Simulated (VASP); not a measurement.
GaSb: single point with PBEsol

System: GaSb, a slab with vacuum.

```
Ga Sb
1.0
     4.32129    0.00000    0.00000
     0.00000   10.58496    0.00000
     0.00000    0.00000   22.48470
Ga Sb
7 7
Cartesian
  2.1606 7.0566 7.5000
  0.0000 3.5283 8.7474
  2.1606 0.0000 9.9949
  0.0000 7.0566 11.2423
  2.1606 3.5283 12.4898
  0.0000 0.0000 13.7372
  2.1606 7.0566 14.9847
  2.1606 4.4104 7.5000
  0.0000 0.8821 8.7474
  2.1606 7.9387 9.9949
  0.0000 4.4104 11.2423
  2.1606 0.8821 12.4898
  0.0000 7.9387 13.7372
  2.1606 4.4104 14.9847
```

This cell differs from its parent crystal: atoms taken out.

```
Program             : VASP 6.6.1
Task                : single point
Functional          : PBEsol
Potentials or basis : VASP PAW PBE potentials, release 64 (Ga_d, Sb)
Cutoff              : 520 eV
k mesh              : 8 × 4 × 1
Occupations         : gaussian, width 0.1 eV
Spin                : no spin polarisation
```

```yaml
Largest_force: 0.999 eV/Å
Band_gap_on_the_k_mesh: zero (bands 63 and 64 overlap by 0.21 eV)
```

Forces in eV/Å, atoms in the order of the input:
```
Ga   0.000 -0.156 -0.243
Ga   0.000  0.277 -0.073
Ga   0.000  0.243 -0.371
Ga   0.000 -0.305 -0.211
Ga   0.000  0.465  0.075
Ga   0.000 -0.019 -0.555
Ga   0.000 -0.762 -0.646
Sb   0.000 -0.334 -0.136
Sb   0.000 -0.261 -0.075
Sb   0.000  0.179  0.356
Sb   0.000 -0.036  0.084
Sb   0.000  0.267  0.727
Sb   0.000  0.424  0.680
Sb   0.000  0.018  0.388
```

Levels at points of the mesh, in eV from the Fermi level:
```csv
k point,band 59,band 60,band 61,band 62,band 63,band 64,band 65,band 66,band 67,band 68
"(0.00, 0.00, 0.00)",-0.88,-0.73,-0.21,-0.06,0.05,0.56,1.08,1.13,1.43,1.69
"(0.50, 0.00, 0.00)",-1.41,-0.84,-0.82,-0.39,-0.23,-0.08,0.37,0.46,0.53,1.65
"(0.00, 0.50, 0.00)",-0.74,-0.62,-0.23,-0.17,-0.08,0.65,0.75,1.13,1.16,1.53
"(0.50, 0.50, 0.00)",-1.46,-1.02,-1.02,-0.68,-0.29,-0.08,0.18,0.52,0.65,1.99
```

Wall time 39 min on 1 thread of Oxide Virtual Turin-like Processor, on a shared host, peak memory 1.3 GiB.

Caveat: the cell differs from its parent crystal (atoms taken out); the PAW data sets were made with another functional, which shifts forces and pressure a little; spin-orbit coupling is left out, which moves the levels of the heavy elements.
